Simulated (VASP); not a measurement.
# BN (Fmm2) in VASP: notebook

BN is run at these levels: r2SCAN; tasks: single point.

Everything below comes from runs of VASP 6.6.1. Logs are shortened: lines on timing, memory, paths and dates and some standing lists are left out, and cuts for length are marked.

## 1. The cell of the first run

The structure is orthorhombic, space group Fmm2 (No. 42). The conventional cell has a = 2.697 Å, b = 7.530 Å, c = 3.733 Å, α = 90.00°, β = 90.00°, γ = 90.00°. B (site symmetry mm2) has 3 N at 1.24 to 1.48 Å within 1.7 Å. Within 1.7 Å of N (site symmetry mm2) lie 3 B at 1.24 to 1.48 Å.

## 2. Single point, r2SCAN

Input file POSCAR:

```
BN
1.0
    0.0000000000      3.7652148384      1.8666808437
    1.3482798077      0.0000000000      1.8666808437
    1.3482798077      3.7652148384      0.0000000000
B N
1 1
Direct
    0.0000486500      0.0000486500      0.9999513500
    0.6666513400      0.6666513400      0.3333486600
```

Input file INCAR.step1:

```
SYSTEM = BN
PREC     = Accurate       ! precision mode
ENCUT    = 520            ! plane-wave cutoff, eV
ISMEAR   = 0              ! smearing method
SIGMA    = 0.05           ! smearing width, eV
LREAL    = .False.        ! projectors in reciprocal space
LASPH    = .True.         ! aspherical terms in the spheres
NELM     = 60             ! most SCF steps
NBANDS   = 11             ! bands
GGA      = PE             ! functional
ALGO     = Normal         ! electronic algorithm
EDIFF    = 1E-4           ! SCF threshold, eV
LWAVE    = .True.         ! write WAVECAR
LCHARG   = .False.        ! write CHGCAR
```

Input file INCAR.step2:

```
SYSTEM = BN
PREC     = Accurate       ! precision mode
ENCUT    = 520            ! plane-wave cutoff, eV
EDIFF    = 1E-6           ! SCF threshold, eV
ISMEAR   = 0              ! smearing method
SIGMA    = 0.05           ! smearing width, eV
LREAL    = .False.        ! projectors in reciprocal space
LASPH    = .True.         ! aspherical terms in the spheres
NELM     = 60             ! most SCF steps
ALGO     = Normal         ! electronic algorithm
ISIF     = 2              ! what is computed and relaxed
LWAVE    = .False.        ! write WAVECAR
LCHARG   = .False.        ! write CHGCAR
METAGGA  = R2SCAN         ! meta-GGA
LMIXTAU  = .True.       
NBANDS   = 11             ! bands
ISTART   = 1
```

Input file KPOINTS:

```
regular mesh
0
Gamma
  12 12 12
  0 0 0
```

Potentials or basis: VASP PAW PBE potentials, release 64 (B, N).

Started as:

```
cat potpaw_PBE.64/B/POTCAR potpaw_PBE.64/N/POTCAR > POTCAR
cp INCAR.step1 INCAR
mpirun -np 1 vasp_std > vasp.out
cp INCAR.step2 INCAR
mpirun -np 1 vasp_std > vasp.out
```

OUTCAR:

```text
SYSTEM = BN
   PREC = Accurate
   ENCUT = 520
   EDIFF = 1E-6
   ISMEAR = 0
   LREAL = .False.
   LASPH = .True.
   NELM = 60
   ISIF = 2
   METAGGA = R2SCAN
   ISTART = 1

 ion  position               nearest neighbor table
   1  0.000  0.000  1.000-   2 1.24   2 1.48   2 1.48
   2  0.667  0.667  0.333-   1 1.24   1 1.48   1 1.48

  LATTYP: Found a face centered orthorhombic cell.
 ALAT       =     2.6965596154
 B/A-ratio  =     1.3844906918
 C/A-ratio  =     2.7926064137

  Lattice vectors:

 A1 = (   0.0000000000,   3.7652148384,   1.8666808437)
 A2 = (  -1.3482798077,   3.7652148384,   0.0000000000)
 A3 = (  -1.3482798077,   0.0000000000,   1.8666808437)

Analysis of symmetry for initial positions (statically):
=====================================================================
 Subroutine PRICEL returns:
 Original cell was already a primitive cell.

 Routine SETGRP: Setting up the symmetry group for a
 face centered orthorhombic supercell.

 Subroutine GETGRP returns: Found  4 space group operations
 (whereof  4 operations were pure point group operations)
 out of a pool of  8 trial point group operations.

The static configuration has the point symmetry C_2v.

Analysis of symmetry for dynamics (positions and initial velocities):
=====================================================================
 Subroutine PRICEL returns:
 Original cell was already a primitive cell.

 Routine SETGRP: Setting up the symmetry group for a
 face centered orthorhombic supercell.

 Subroutine GETGRP returns: Found  4 space group operations
 (whereof  4 operations were pure point group operations)
 out of a pool of  8 trial point group operations.

The dynamic configuration has the point symmetry C_2v.

 Subroutine INISYM returns: Found  4 space group operations
 (whereof  4 operations are pure point group operations),
 and found     1 'primitive' translations

----------------------------------------------------------------------------------------

                                     Primitive cell

  volume of cell :      18.9526

  direct lattice vectors                    reciprocal lattice vectors
     0.000000000  3.765214838  1.866680844    -0.370842905  0.132794547  0.267855109
     1.348279808  0.000000000  1.866680844     0.370842905 -0.132794547  0.267855109
     1.348279808  3.765214838  0.000000000     0.370842905  0.132794547 -0.267855109

  length of vectors
     4.202539726  2.302684479  3.999337598     0.476345684  0.476345684  0.476345684

  position of ions in fractional coordinates (direct lattice)
     0.000048650  0.000048650  0.999951350
     0.666651340  0.666651340  0.333348660

  ion indices of the primitive-cell ions
   primitive index   ion index
                 1           1
                 2           2

----------------------------------------------------------------------------------------

 KPOINTS: regular mesh

Automatic generation of k-mesh.
 Grid dimensions read from file:
 generate k-points for:   12   12   12

 Generating k-lattice:

  Cartesian coordinates                     Fractional coordinates (reciprocal lattice)
    -0.030903575  0.011066212  0.022321259     0.083333333 -0.000000000  0.000000000
     0.030903575 -0.011066212  0.022321259    -0.000000000  0.083333333  0.000000000
     0.030903575  0.011066212 -0.022321259     0.000000000  0.000000000  0.083333333

  Length of vectors
     0.039695474  0.039695474  0.039695474

  Shift w.r.t. Gamma in fractional coordinates (k-lattice)
     0.000000000  0.000000000  0.000000000

 Subroutine IBZKPT returns following result:
 ===========================================

 Found    280 irreducible k-points:

 Following reciprocal coordinates:
            Coordinates               Weight
  0.000000  0.000000  0.000000      1.000000
  0.083333  0.000000  0.000000      8.000000
  0.166667  0.000000  0.000000      8.000000
  0.250000 -0.000000  0.000000      8.000000
  0.333333 -0.000000  0.000000      8.000000
  0.416667  0.000000 -0.000000      8.000000
[... 16 lines left out ...]
  0.500000  0.166667 -0.000000      8.000000
 -0.416667  0.166667  0.000000      8.000000
 [... further k-points ...]
   k-points           NKPTS =    280   k-points in BZ     NKDIM =    280   number of bands    NBANDS=     11
   number of dos      NEDOS =    301   number of ions     NIONS =      2
   total plane-waves  NPLWV =  17280
   dimension x,y,z NGX =    32 NGY =   18 NGZ =   30
   dimension x,y,z NGXF=    64 NGYF=   36 NGZF=   60
   ions per type =               1   1
   NGX,Y,Z   is equivalent  to a cutoff of  12.66, 13.00, 12.47 a.u.
   NGXF,Y,Z  is equivalent  to a cutoff of  25.32, 25.99, 24.94 a.u.
 SYSTEM =  BN
   PREC   = accura    normal or accurate (medium, high low for compatibility)
   ISTART =      1    job   : 0-new  1-cont  2-samecut
   ICHARG =      0    charge: 1-file 2-atom 10-const
   ISPIN  =      1    spin polarized calculation?
   LNONCOLLINEAR =      F non collinear calculations
   LSORBIT =      F    spin-orbit coupling
   LASPH  =      T    aspherical Exc in radial PAW
   ENCUT  =  520.0 eV  38.22 Ry    6.18 a.u.   7.81  4.28  7.44*2*pi/ulx,y,z
   NELM   =     60;   NELMIN=  2; NELMDL=  0     # of ELM steps
   EDIFF  = 0.1E-05   stopping-criterion for ELM
   LREAL  =      F    real-space projection
   EDIFFG = 0.1E-04   stopping-criterion for IOM
   NSW    =      0    number of steps for IOM
   IBRION =     -1    ionic relax: 0-MD 1-quasi-New 2-CG
   NFREE  =      0    steps in history (QN), initial steepest desc. (CG)
   ISIF   =      2    stress and relaxation
   ISYM   =      2    0-nonsym 1-usesym 2-fastsym
   POTIM  = 0.5000    time-step for ionic-motion
   TEBEG  =    0.0;   TEEND  =   0.0 temperature during run
   PSTRESS=    0.0 pullay stress
   NELECT =       8.0000    total number of electrons
   NUPDOWN=      -1.0000    fix difference up-down
   EMIN   =  10.00;   EMAX   =-10.00  energy-range for DOS
   EFERMI =   0.00;   METHOD = LEGACY
   ISMEAR =     0;   SIGMA  =   0.05  broadening in eV -4-tet -1-fermi 0-gaus
   EFERMI_NEDOS =   21; number of points for ismear=-14 and -15
   IALGO  =     38    algorithm
   IMIX   =      4    mixing-type and parameters
     AMIX     =   0.40;   BMIX     =  1.00
     AMIX_MAG =   1.60;   BMIX_MAG =  1.00
  volume/ion in A,a.u.               =       9.48        63.95
  Fermi-wavevector in a.u.,A,eV,Ry     =   1.228047  2.320672 20.518928  1.508099
  Thomas-Fermi vector in A             =   2.362987
   LORBIT       =      0    0 simple, 1 ext, 2 COOP (PROOUT), +10 PAW based schemes
   METAGGA = R2SCAN    functional components
   LHFCALC =     F    Hartree Fock is set to
   AEXX    =    0.0000 exact exchange contribution
   IVDW    =     0    specifies the selected vdW correction
   LEPSILON=     F    determine dielectric tensor
   LRPA    =     F    only Hartree local field effects (RPA)
 non-spin polarized calculation
 Gauss-broadening in eV      SIGMA  =   0.05
  energy-cutoff  :      520.00
  volume of cell :       18.95
 maximum number of plane-waves:       524
   NGX = 15   NGY =  9   NGZ = 15

 number of electron       8.0000001 magnetization

 Free energy of the ion-electron system (eV)
  ---------------------------------------------------
  ext. energy  EPLUGINS =         0.00000000
  ---------------------------------------------------
  free energy    TOTEN  =       -17.85648753 eV

  energy without entropy =      -17.85648753  energy(sigma->0) =      -17.85648753

 E-fermi :   2.4484     XC(G=0): -10.1042

 val. band max:        2.1316503094   @ k =   0.5000   0.5000   0.0000
 cond. band min:       6.2805278070   @ k =   0.0000   0.0000   0.0000
 fundamental gap:      4.1488774976
 Fermi energy:         2.4484108689

 k-point     1 :       0.0000    0.0000    0.0000
  band No.  band energies     occupation
      1     -17.9580      2.00000
      2      -3.9701      2.00000
      3       0.3068      2.00000
      4       0.5136      2.00000
      5       6.2805      0.00000
      6      12.6530      0.00000
      7      13.9151      0.00000
      8      16.5940      0.00000
      9      24.2464      0.00000
     10      26.9226      0.00000
     11      31.0611      0.00000

 k-point     2 :       0.0833    0.0000    0.0000
  band No.  band energies     occupation
      1     -17.8202      2.00000
      2      -3.8123      2.00000
      3      -0.4451      2.00000
      4       0.3758      2.00000
      5       6.5695      0.00000
      6      13.2457      0.00000
      7      14.3189      0.00000
      8      16.0553      0.00000
      9      24.1917      0.00000
     10      26.1687      0.00000
     11      30.1217      0.00000

 k-point     3 :       0.1667    0.0000    0.0000
  band No.  band energies     occupation
      1     -17.4153      2.00000
      2      -3.3458      2.00000
      3      -2.2056      2.00000
      4       0.0101      2.00000
      5       7.3822      0.00000
      6      14.2971      0.00000
      7      14.5310      0.00000
      8      15.6359      0.00000
      9      24.0666      0.00000
     10      24.7607      0.00000
     11      28.9277      0.00000

 k-point     4 :       0.2500   -0.0000    0.0000
  band No.  band energies     occupation
      1     -16.7738      2.00000
      2      -4.2923      2.00000
      3      -2.5866      2.00000
      4      -0.4425      2.00000
      5       8.6019      0.00000
      6      12.3292      0.00000
      7      15.5518      0.00000
      8      17.1073      0.00000
      9      23.0409      0.00000
     10      24.6067      0.00000
     11      28.0434      0.00000

 k-point     5 :       0.3333   -0.0000    0.0000
  band No.  band energies     occupation
      1     -15.9715      2.00000
      2      -6.2643      2.00000
      3      -1.6193      2.00000
      4      -0.8525      2.00000
      5       9.2011      0.00000
      6      11.1438      0.00000
      7      16.4714      0.00000
      8      18.2575      0.00000
      9      21.6047      0.00000
     10      24.6390      0.00000
     11      27.5616      0.00000
[... 211 lines left out ...]
 k-point    21 :       0.3333    0.1667    0.0000
  band No.  band energies     occupation
      1     -16.0274      2.00000
      2      -4.9996      2.00000
      3      -1.7327      2.00000
      4      -1.4799      2.00000
      5       9.3143      0.00000
      6      11.3543      0.00000
      7      13.3461      0.00000
      8      19.0155      0.00000
      9      21.9494      0.00000
     10      25.0794      0.00000
     11      27.8794      0.00000

 k-point    22 :       0.4167    0.1667    0.0000
  band No.  band energies     occupation
      1     -15.2304      2.00000
      2      -6.7015      2.00000
      3      -2.2433      2.00000
      4      -0.5056      2.00000
      5       9.0202      0.00000
      6      11.3944      0.00000
      7      14.7857      0.00000
      8      19.1695      0.00000
      9      20.1157      0.00000
     10      25.6033      0.00000
     11      26.8147      0.00000

 k-point    23 :       0.5000    0.1667   -0.0000
  band No.  band energies     occupation
      1     -14.5867      2.00000
      2      -7.8447      2.00000
      3      -2.7068      2.00000
      4       0.2561      2.00000
      5       7.6204      0.00000
      6      13.4063      0.00000
      7      16.3949      0.00000
      8      18.4837      0.00000
      9      19.2979      0.00000
     10      23.8025      0.00000
     11      26.5827      0.00000

 k-point    24 :      -0.4167    0.1667    0.0000
  band No.  band energies     occupation
      1     -14.5047      2.00000
      2      -7.9759      2.00000
      3      -3.0053      2.00000
      4       0.2460      2.00000
      5       7.4401      0.00000
      6      14.5342      0.00000
      7      16.9894      0.00000
      8      18.4733      0.00000
      9      19.9802      0.00000
     10      22.4020      0.00000
     11      26.1708      0.00000

 [... further k-points ...]

------------------------ aborting loop because EDIFF is reached ----------------------------------------

  FORCE on cell =-STRESS in cart. coord.  units (eV):
  Direction    XX          YY          ZZ          XY          YZ          ZX
  --------------------------------------------------------------------------------------
  -------------------------------------------------------------------------------------
  Total       -3.8510757     -0.1840929     18.5188340      0.0000000      0.0000000      0.0000000
  in kB     -325.5538050    -15.5624425   1565.5046550      0.0000000      0.0000000      0.0000000
  external PRESSURE =     408.1294692 kB  Pullay stress =       0.0000000 kB

 VOLUME and BASIS-vectors are now :
 -----------------------------------------------------------------------------
  energy-cutoff  :      520.00
  volume of cell :       18.95
      direct lattice vectors                 reciprocal lattice vectors
     0.000000000  3.765214838  1.866680844    -0.370842905  0.132794547  0.267855109
     1.348279808  0.000000000  1.866680844     0.370842905 -0.132794547  0.267855109
     1.348279808  3.765214838  0.000000000     0.370842905  0.132794547 -0.267855109

 POSITION                                       TOTAL-FORCE (eV/Angst)
 -----------------------------------------------------------------------------------
      1.34828      3.76521      0.00018         0.000000      0.000000      7.118017
      1.34828      3.76521      2.48885         0.000000      0.000000     -7.118017
 -----------------------------------------------------------------------------------
    total drift:                                0.000026     -0.000038      0.000058

  FREE ENERGIE OF THE ION-ELECTRON SYSTEM (eV)
  ---------------------------------------------------
  free  energy   TOTEN  =       -17.8564875325 eV

  energy  without entropy=      -17.8564875325  energy(sigma->0) =      -17.85648753
```

Run time: 5.1 min. Hardware: 1 thread of Intel Xeon 8259CL, shared host; peak memory 0.19 GiB.

Results:

| Item | Value |
| --- | --- |
| Free energy | -17.8565 eV |
| Pressure | 40.8 GPa |
| Largest force | 7.118 eV/Å |
| Band gap on the k mesh | 4.15 eV (least direct gap 5.52 eV) |

Forces in eV/Å, atoms in the order of the input:
```
B    0.000  0.000  7.118
N    0.000  0.000 -7.118
```

Stress tensor (GPa, compression positive):
```
-32.56   0.00   0.00
  0.00  -1.56   0.00
  0.00   0.00 156.55
```

Levels at points of the mesh, in eV from the valence-band top:
```csv
k point,band 1,band 2,band 3,band 4,band 5,band 6,band 7,band 8
"(0.00, 0.00, 0.00)",-20.09,-6.10,-1.82,-1.62,4.15,10.52,11.78,14.46
"(0.50, 0.00, 0.00)",-16.97,-10.53,-3.36,-2.31,4.80,12.19,14.03,15.70
"(0.50, 0.50, 0.00)",-15.59,-9.28,-7.17,0.00,6.24,6.76,14.24,15.46
"(0.50, 0.00, 0.50)",-19.99,-7.17,-1.80,-1.63,8.66,10.15,10.47,16.13
"(0.00, 0.50, 0.50)",-15.56,-9.20,-7.19,-0.40,5.16,6.76,14.56,20.35
```

Caveat: the stress differs along the axes, from -33 to 157 GPa; the PAW data sets were made with another functional, which shifts forces and pressure a little.

(Part 1 of 2 ends here.)
